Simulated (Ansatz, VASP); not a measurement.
SnO: VASP beside Ansatz

```
CELL_PARAMETERS angstrom
2.97993 0.00000 0.00000
0.00000 5.09404 0.00000
0.00000 0.00000 3.90708
ATOMIC_POSITIONS crystal
Sn 0.00000 0.23449 0.52734
Sn 0.50000 0.76551 0.02734
O 0.00000 0.88340 0.72266
O 0.50000 0.11660 0.22266
```

Change from the starting cell: engineering shear strain xy +0.0000, equal normal strain along x and y -0.1100.

Alike in both runs: task single point; functional PBE; dispersion D3(BJ); k mesh 8 × 6 × 8; occupations gaussian, width 0.05 eV; no spin polarisation.

```csv
,VASP,Ansatz
version,VASP 6.6.1,Ansatz 0.2.0
potentials or method,"VASP PAW PBE potentials, release 64 (Sn_d, O), cutoff 520 eV","scalar-relativistic, plane waves, PAW"
valence electrons in the cell,40,40
```

Ansatz gave:

| Item | Value |
| --- | --- |
| gap on the k mesh at the Fermi level (eV) | 0.80 |
| least direct gap on the mesh (eV) | 0.80 |
| pressure (GPa) | 36.3 |
| traceless stress, the component that is largest in VASP (GPa) | -7.39 |
| rms of the force components (eV/Å) | 2.147 |

What did VASP give for the same quantities?

gap on the k mesh at the Fermi level (eV): 0.77; least direct gap on the mesh (eV): 0.77; pressure (GPa): 36.9; traceless stress, the component that is largest in VASP (GPa): -7.42; rms of the force components (eV/Å): 2.209.

Atom by atom the forces differ by 0.064 eV/Å (rms over components). Both programs put the cell under a high pressure, so it lies far from rest at this level.
